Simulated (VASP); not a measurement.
Hg, 1 atom in the cell. It takes space group I4/mmm (No. 139, tetragonal). Conventional cell: a = 4.077 Å, b = 4.077 Å, c = 3.605 Å, α = 90.00°, β = 90.00°, γ = 90.00°. Hg (site symmetry 4/mmm) has 14 Hg at 3.40 to 4.08 Å within 4.5 Å.  This cell differs from its parent crystal: strain -0.015 along x and y, +0.000 along z.

| Quantity | Value |
| --- | --- |
| Program | VASP 6.6.1 |
| Task | single point |
| Functional | PBEsol |
| Potentials or basis | VASP PAW PBE potentials, release 64 (Hg) |
| Cutoff | 520 eV |
| k mesh | 18 × 18 × 18 |
| Occupations | gaussian, width 0.15 eV |
| Spin | no spin polarisation |
| Dipole correction | no |
| Further INCAR settings | ALGO = Fast; EDIFF = 1e-06; NBANDS = 12 |

Potentials or basis: VASP PAW PBE potentials, release 64 (Hg).

The run is started by

```console
$ cat potpaw_PBE.64/Hg/POTCAR > POTCAR
$ mpirun -np 1 vasp_std > vasp.out
```

Hardware: 1 thread of Intel Xeon 6975P-C, on a shared host.

Task: Estimate the wall time of this run.

Result: Wall time 2 min on 1 thread of Intel Xeon 6975P-C, on a shared host, peak memory 0.29 GiB. Counts: scf iterations 11, k points 480.
